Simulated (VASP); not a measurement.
# Bi2S3 (Pm) in VASP: further runs

Runs on Bi2S3. Level: PBE. Tasks: electric field gradients.

Everything below comes from runs of VASP 6.6.1. Logs are shortened: lines on timing, memory, paths and dates and some standing lists are left out, and cuts for length are marked.

**1. The cell of the first run**

The structure is monoclinic, space group Pm (No. 6). The conventional cell has a = 11.193 Å, b = 3.994 Å, c = 11.345 Å, α = 90.00°, β = 90.00°, γ = 90.00°. Bi (site symmetry m) has 7 S at 2.70 to 3.38 Å within 3.6 Å. Within 3.6 Å of Bi (site symmetry m) lie 7 S at 2.70 to 3.38 Å. Within 3.5 Å of Bi (site symmetry m) lie 7 S at 2.68 to 3.38 Å. Within 3.6 Å of Bi (site symmetry m) lie 7 S at 2.70 to 3.38 Å. Bi (site symmetry m) has 7 S at 2.63 to 3.32 Å within 3.5 Å. Bi (site symmetry m) has 7 S at 2.63 to 3.32 Å within 3.5 Å. Bi (site symmetry m) has 7 S at 2.63 to 3.32 Å within 3.5 Å. Bi (site symmetry m) has 7 S at 2.63 to 3.32 Å within 3.5 Å.

**2. Electric field gradients, PBE (atom 3 (Bi) moved by 0.10 Å)**

Input file INCAR:

```
SYSTEM = Bi2S3
PREC = Accurate ; ENCUT = 520
EDIFF = 1E-8 ; ISMEAR = -1
SIGMA = 0.02 ; LREAL = Auto
LASPH = .TRUE. ; NELM = 100
ALGO = Normal ; ISIF = 2
LWAVE = .FALSE. ; LCHARG = .FALSE.
GGA = PE ; LEFG = .TRUE.
NBANDS = 112 ; KPAR = 4
```

Input file KPOINTS:

```
Automatic mesh
0
G
  3 7 3
  0 0 0
```

Input file POSCAR:

```
Bi2S3
1.0
   11.3450000000      0.0000000000      0.0000000000
    0.0000000000      3.9940000000      0.0000000000
    0.0000000000      0.0000000000     11.1930000000
Bi S
8 12
Direct
    0.4866482607      0.2500000000      0.3250674315
    0.0133517393      0.7500000000      0.8250674315
    0.9866482607      0.2500000000      0.1838667237
    0.5133517393      0.7500000000      0.6749325685
    0.3387531606      0.7500000000      0.0319967105
    0.1612468394      0.2500000000      0.5319967105
    0.8387531606      0.7500000000      0.4680032895
    0.6612468394      0.2500000000      0.9680032895
    0.2844639624      0.2500000000      0.1921554191
    0.2155360376      0.7500000000      0.6921554191
    0.7844639624      0.2500000000      0.3078445809
    0.7155360376      0.7500000000      0.8078445809
    0.5497739987      0.7500000000      0.1291586996
    0.9502260013      0.2500000000      0.6291586996
    0.0497739987      0.7500000000      0.3708413004
    0.4502260013      0.2500000000      0.8708413004
    0.3779606519      0.7500000000      0.4437800873
    0.1220393481      0.2500000000      0.9437800873
    0.8779606519      0.7500000000      0.0562199127
    0.6220393481      0.2500000000      0.5562199127
```

Potentials or basis: VASP PAW PBE potentials, release 64 (Bi_d, S).

The run is started by

```
$ cat potpaw_PBE.64/Bi_d/POTCAR potpaw_PBE.64/S/POTCAR > POTCAR
$ mpirun -np 4 vasp_std > vasp.out
```

OUTCAR:

```text
SYSTEM = Bi2S3
   PREC = Accurate
   ENCUT = 520
   EDIFF = 1E-8
   ISMEAR = -1
   LREAL = Auto
   LASPH = .TRUE.
   NELM = 100
   ISIF = 2
   GGA = PE

 ion  position               nearest neighbor table
   1  0.487  0.250  0.325-  17 2.70  17 2.70   9 2.73  20 3.01  13 3.05  13 3.05
   2  0.013  0.750  0.825-  18 2.70  18 2.70  10 2.73  19 3.01  14 3.05  14 3.05
   3  0.987  0.250  0.184-  11 2.68  19 2.75  19 2.75  15 2.98  15 2.98  18 3.10
   4  0.513  0.750  0.675-  20 2.70  20 2.70  12 2.73  17 3.01  16 3.05  16 3.05
   5  0.339  0.750  0.032-  13 2.63   9 2.75   9 2.75  16 2.97  16 2.97  18 3.32  18 3.32
   6  0.161  0.250  0.532-  14 2.63  10 2.75  10 2.75  15 2.97  15 2.97  17 3.32  17 3.32
   7  0.839  0.750  0.468-  15 2.63  11 2.75  11 2.75  14 2.97  14 2.97  20 3.32  20 3.32
   8  0.661  0.250  0.968-  16 2.63  12 2.75  12 2.75  13 2.97  13 2.97  19 3.32  19 3.32
   9  0.284  0.250  0.192-   1 2.73   5 2.75   5 2.75
  10  0.216  0.750  0.692-   2 2.73   6 2.75   6 2.75
  11  0.784  0.250  0.308-   3 2.68   7 2.75   7 2.75
  12  0.716  0.750  0.808-   4 2.73   8 2.75   8 2.75
  13  0.550  0.750  0.129-   5 2.63   8 2.97   8 2.97   1 3.05   1 3.05
  14  0.950  0.250  0.629-   6 2.63   7 2.97   7 2.97   2 3.05   2 3.05
  15  0.050  0.750  0.371-   7 2.63   6 2.97   6 2.97   3 2.98   3 2.98
  16  0.450  0.250  0.871-   8 2.63   5 2.97   5 2.97   4 3.05   4 3.05
  17  0.378  0.750  0.444-   1 2.70   1 2.70   4 3.01   6 3.32   6 3.32
  18  0.122  0.250  0.944-   2 2.70   2 2.70   3 3.10   5 3.32   5 3.32
  19  0.878  0.750  0.056-   3 2.75   3 2.75   2 3.01   8 3.32   8 3.32
  20  0.622  0.250  0.556-   4 2.70   4 2.70   1 3.01   7 3.32   7 3.32

  LATTYP: Found a simple orthorhombic cell.
 ALAT       =     3.9940000000
 B/A-ratio  =     2.8024536805
 C/A-ratio  =     2.8405107661

  Lattice vectors:

 A1 = (   0.0000000000,   3.9940000000,   0.0000000000)
 A2 = (   0.0000000000,   0.0000000000,  11.1930000000)
 A3 = (  11.3450000000,   0.0000000000,   0.0000000000)

Analysis of symmetry for initial positions (statically):
=====================================================================
 Subroutine PRICEL returns:
 Original cell was already a primitive cell.

 Routine SETGRP: Setting up the symmetry group for a
 simple orthorhombic supercell.

 Subroutine GETGRP returns: Found  2 space group operations
 (whereof  1 operations were pure point group operations)
 out of a pool of  8 trial point group operations.

The static configuration has the point symmetry C_1 .
 The point group associated with its full space group is C_1h.

Analysis of symmetry for dynamics (positions and initial velocities):
=====================================================================
 Subroutine PRICEL returns:
 Original cell was already a primitive cell.

 Routine SETGRP: Setting up the symmetry group for a
 simple orthorhombic supercell.

 Subroutine GETGRP returns: Found  2 space group operations
 (whereof  1 operations were pure point group operations)
 out of a pool of  8 trial point group operations.

The dynamic configuration has the point symmetry C_1 .
 The point group associated with its full space group is C_1h.

 Subroutine INISYM returns: Found  2 space group operations
 (whereof  1 operations are pure point group operations),
 and found     1 'primitive' translations

----------------------------------------------------------------------------------------

                                     Primitive cell

  volume of cell :     507.1764

  direct lattice vectors                    reciprocal lattice vectors
    11.345000000  0.000000000  0.000000000     0.088144557  0.000000000  0.000000000
     0.000000000  3.994000000  0.000000000     0.000000000  0.250375563  0.000000000
     0.000000000  0.000000000 11.193000000     0.000000000  0.000000000  0.089341553

  length of vectors
    11.345000000  3.994000000 11.193000000     0.088144557  0.250375563  0.089341553

  position of ions in fractional coordinates (direct lattice)
     0.486648261  0.250000000  0.325067432
     0.013351739  0.750000000  0.825067432
     0.986648261  0.250000000  0.183866724
     0.513351739  0.750000000  0.674932568
     0.338753161  0.750000000  0.031996711
     0.161246839  0.250000000  0.531996711
[... 12 lines left out ...]
     0.877960652  0.750000000  0.056219913
     0.622039348  0.250000000  0.556219913

  ion indices of the primitive-cell ions
   primitive index   ion index
                 1           1
                 2           2
                 3           3
[... 70 lines left out ...]
   dimension x,y,z NGXF=   168 NGYF=   60 NGZF=  168
   ions per type =               8  12
   NGX,Y,Z   is equivalent  to a cutoff of  12.31, 12.49, 12.48 a.u.
   NGXF,Y,Z  is equivalent  to a cutoff of  24.62, 24.97, 24.95 a.u.
 SYSTEM =  Bi2S3
   PREC   = accura    normal or accurate (medium, high low for compatibility)
   ISTART =      0    job   : 0-new  1-cont  2-samecut
   ICHARG =      2    charge: 1-file 2-atom 10-const
   ISPIN  =      1    spin polarized calculation?
   LNONCOLLINEAR =      F non collinear calculations
   LSORBIT =      F    spin-orbit coupling
   LASPH  =      T    aspherical Exc in radial PAW
   ENCUT  =  520.0 eV  38.22 Ry    6.18 a.u.  21.09  7.43 20.81*2*pi/ulx,y,z
   NELM   =    100;   NELMIN=  2; NELMDL= -5     # of ELM steps
   EDIFF  = 0.1E-07   stopping-criterion for ELM
   LREAL  =      T    real-space projection
   EDIFFG = 0.1E-06   stopping-criterion for IOM
   NSW    =      0    number of steps for IOM
   IBRION =     -1    ionic relax: 0-MD 1-quasi-New 2-CG
   NFREE  =      0    steps in history (QN), initial steepest desc. (CG)
   ISIF   =      2    stress and relaxation
   ISYM   =      2    0-nonsym 1-usesym 2-fastsym
   POTIM  = 0.5000    time-step for ionic-motion
   TEBEG  =    0.0;   TEEND  =   0.0 temperature during run
   PSTRESS=    0.0 pullay stress
   NELECT =     192.0000    total number of electrons
   NUPDOWN=      -1.0000    fix difference up-down
   EMIN   =  10.00;   EMAX   =-10.00  energy-range for DOS
   EFERMI =   0.00;   METHOD = LEGACY
   ISMEAR =    -1;   SIGMA  =   0.02  broadening in eV -4-tet -1-fermi 0-gaus
   EFERMI_NEDOS =   21; number of points for ismear=-14 and -15
   IALGO  =     38    algorithm
   IMIX   =      4    mixing-type and parameters
     AMIX     =   0.40;   BMIX     =  1.00
     AMIX_MAG =   1.60;   BMIX_MAG =  1.00
  volume/ion in A,a.u.               =      25.36       171.13
  Fermi-wavevector in a.u.,A,eV,Ry     =   1.184283  2.237971 19.082533  1.402527
  Thomas-Fermi vector in A             =   2.320501
   LORBIT       =      0    0 simple, 1 ext, 2 COOP (PROOUT), +10 PAW based schemes
   GGA     = PE    functional components
   LHFCALC =     F    Hartree Fock is set to
   AEXX    =    0.0000 exact exchange contribution
   IVDW    =     0    specifies the selected vdW correction
   LEPSILON=     F    determine dielectric tensor
   LRPA    =     F    only Hartree local field effects (RPA)
 non-spin polarized calculation
  energy-cutoff  :      520.00
  volume of cell :      507.18
 maximum number of plane-waves:     13698
   NGX = 43   NGY = 15   NGZ = 41

 number of electron     192.0000024 magnetization

 Free energy of the ion-electron system (eV)
  ---------------------------------------------------
  ext. energy  EPLUGINS =         0.00000000
  ---------------------------------------------------
  free energy    TOTEN  =       -87.52095026 eV

  energy without entropy =      -87.52095026  energy(sigma->0) =      -87.52095026

 E-fermi :   5.6278     XC(G=0):  -9.6623

 val. band max:        5.1698766384   @ k =   0.3333   0.0000   0.0000
 cond. band min:       6.5103751859   @ k =   0.0000   0.0000   0.0000
 fundamental gap:      1.3404985476
 Fermi energy:         5.6277936143

 k-point     1 :       0.0000    0.0000    0.0000
  band No.  band energies     occupation
      1     -17.4906      2.00000
      2     -17.4677      2.00000
      3     -17.4647      2.00000
      4     -17.4609      2.00000
      5     -17.4461      2.00000
      6     -17.4427      2.00000
[... 2209 lines left out ...]
    107       8.7455      0.00000
    108       8.8728      0.00000
 [bands above 108 left out]

------------------------ aborting loop because EDIFF is reached ----------------------------------------

  FORCE on cell =-STRESS in cart. coord.  units (eV):
  Direction    XX          YY          ZZ          XY          YZ          ZX
  --------------------------------------------------------------------------------------
  -------------------------------------------------------------------------------------
  Total        3.8331306      3.1078981      1.9318303      0.0000000      0.0000000     -0.4995609
  in kB       12.1089122      9.8178930      6.1026786      0.0000000      0.0000000     -1.5781196
  external PRESSURE =       9.3431613 kB  Pullay stress =       0.0000000 kB

 VOLUME and BASIS-vectors are now :
 -----------------------------------------------------------------------------
  energy-cutoff  :      520.00
  volume of cell :      507.18
      direct lattice vectors                 reciprocal lattice vectors
    11.345000000  0.000000000  0.000000000     0.088144557  0.000000000  0.000000000
     0.000000000  3.994000000  0.000000000     0.000000000  0.250375563  0.000000000
     0.000000000  0.000000000 11.193000000     0.000000000  0.000000000  0.089341553

 POSITION                                       TOTAL-FORCE (eV/Angst)
 -----------------------------------------------------------------------------------
      5.52102      0.99850      3.63848        -0.043138      0.000000     -0.040711
      0.15148      2.99550      9.23498        -0.006457      0.000000      0.235127
     11.19352      0.99850      2.05802        -0.095758      0.000000     -0.646629
      5.82398      2.99550      7.55452        -0.000360      0.000000      0.061479
      3.84315      2.99550      0.35814        -0.037789      0.000000     -0.033022
      1.82935      0.99850      5.95464         0.074708      0.000000      0.163757
[... 12 lines left out ...]
      9.96046      2.99550      0.62927         0.165805      0.000000      0.193479
      7.05704      0.99850      6.22577         0.025609      0.000000     -0.021825
 -----------------------------------------------------------------------------------
    total drift:                                0.006334      0.000000     -0.010889

  FREE ENERGIE OF THE ION-ELECTRON SYSTEM (eV)
  ---------------------------------------------------
  free  energy   TOTEN  =       -87.5209502553 eV

  energy  without entropy=      -87.5209502553  energy(sigma->0) =      -87.52095026

 Electric field gradients (V/A^2)
---------------------------------------------------------------------
 ion       V_xx      V_yy      V_zz      V_xy      V_xz      V_yz
---------------------------------------------------------------------
   1     -77.967    -5.265    83.232    -0.000     6.052    -0.000
   2     -65.891   -13.482    79.374    -0.000   -23.156    -0.000
   3     -94.402     6.289    88.113    -0.000    13.218    -0.000
   4     -79.164    -1.120    80.284    -0.000     1.229    -0.000
   5     -54.086    92.279   -38.193    -0.000  -147.319    -0.000
   6     -46.502    94.347   -47.846     0.000   148.777     0.000
[... 12 lines left out ...]
  19     -39.427    39.020     0.408     0.000    60.702    -0.000
  20     -37.785    49.882   -12.098    -0.000   -60.228    -0.000
---------------------------------------------------------------------

 Electric field gradients after diagonalization (V/A^2)
 (convention: |V_zz| > |V_xx| > |V_yy|)
----------------------------------------------------------------------
 ion       V_xx      V_yy      V_zz     asymmetry (V_yy - V_xx)/ V_zz
----------------------------------------------------------------------
   1     -78.194    -5.265    83.459       0.874
   2     -69.493   -13.482    82.975       0.675
   3      89.066     6.289   -95.354       0.868
   4     -79.173    -1.120    80.293       0.972
   5     101.393    92.279  -193.672       0.047
   6     101.605    94.347  -195.952       0.037
[... 12 lines left out ...]
  19      44.376    39.020   -83.396       0.064
  20      49.882    36.641   -86.523       0.153
----------------------------------------------------------------------

           NMR quadrupolar parameters

 Cq : quadrupolar parameter    Cq=e*Q*V_zz/h
 eta: asymmetry parameters     (V_yy - V_xx)/ V_zz
 Q  : nuclear electric quadrupole moment in mb (millibarn)
----------------------------------------------------------------------
 ion       Cq(MHz)       eta       Q (mb)
----------------------------------------------------------------------
   1       0.202       0.874       1.000
   2       0.201       0.675       1.000
   3      -0.231       0.868       1.000
   4       0.194       0.972       1.000
   5      -0.468       0.047       1.000
   6      -0.474       0.037       1.000
[... 12 lines left out ...]
  19      -0.202       0.064       1.000
  20      -0.209       0.153       1.000
----------------------------------------------------------------------
```

Wall time 28 min (4 MPI ranks of AMD EPYC, shared host); peak memory 0.94 GiB.

What came out:

| Item | Value |
| --- | --- |
| Free energy | -87.5210 eV |
| Pressure | 0.9 GPa |
| Largest force | 0.654 eV/Å |
| Band gap on the k mesh | 1.34 eV (least direct gap 1.47 eV) |
| Largest electric field gradient by atom | Bi +83.5, +83.0, -95.4, +80.3, -193.7, -196.0, -172.5, -191.0; S -25.3, -26.7, -23.8, -26.1, +40.4, +42.2, +36.5, -38.4, -87.0, -97.8, -83.4, -86.5 V/Å² |

Forces in eV/Å, atoms in the order of the input:
```
Bi  -0.043  0.000 -0.041
Bi  -0.006  0.000  0.235
Bi  -0.096  0.000 -0.647
Bi   0.000  0.000  0.061
Bi  -0.038  0.000 -0.033
Bi   0.075  0.000  0.164
Bi  -0.061  0.000  0.173
Bi   0.103  0.000  0.037
S    0.013  0.000  0.031
S    0.017  0.000 -0.092
S   -0.067  0.000  0.054
S   -0.016  0.000 -0.020
S    0.000  0.000  0.027
S   -0.024  0.000 -0.097
S    0.015  0.000  0.023
S   -0.031  0.000 -0.030
S   -0.006  0.000 -0.009
S   -0.025  0.000 -0.009
S    0.166  0.000  0.193
S    0.026  0.000 -0.022
```

Levels at points of the mesh, in eV from the valence-band top:
```csv
k point,band 94,band 95,band 96,band 97,band 98,band 99
"(0.00, 0.00, 0.00)",-0.24,-0.19,-0.15,1.34,1.66,1.81
```

Electric field gradients, principal values (V/Å²):
| atom | least | middle | greatest (by size) |
| --- | --- | --- | --- |
| 1 Bi | -5.265 | -78.194 | 83.459 |
| 2 Bi | -13.482 | -69.493 | 82.975 |
| 3 Bi | 6.289 | 89.066 | -95.354 |
| 4 Bi | -1.120 | -79.173 | 80.293 |
| 5 Bi | 92.279 | 101.393 | -193.672 |
| 6 Bi | 94.347 | 101.605 | -195.952 |
| 7 Bi | 80.131 | 92.376 | -172.507 |
| 8 Bi | 90.963 | 100.008 | -190.971 |
| 9 S | 7.396 | 17.879 | -25.275 |
| 10 S | 12.547 | 14.160 | -26.707 |
| 11 S | 5.915 | 17.871 | -23.786 |
| 12 S | 7.826 | 18.233 | -26.059 |
| 13 S | -0.878 | -39.504 | 40.382 |
| 14 S | -2.155 | -40.050 | 42.205 |
| 15 S | -2.332 | -34.145 | 36.478 |
| 16 S | 0.664 | 37.726 | -38.390 |
| 17 S | 36.203 | 50.750 | -86.953 |
| 18 S | 42.128 | 55.668 | -97.796 |
| 19 S | 39.020 | 44.376 | -83.396 |
| 20 S | 36.641 | 49.882 | -86.523 |

Caveat: the cell differs from its parent crystal (atom 3 (Bi) moved by 0.10 Å); without QUAD_EFG the Cq values of the log hold for a quadrupole moment of 1 mb, not for the nuclei; spin-orbit coupling is left out, which moves the levels of the heavy elements.

(Part 1 of 2 ends here.)
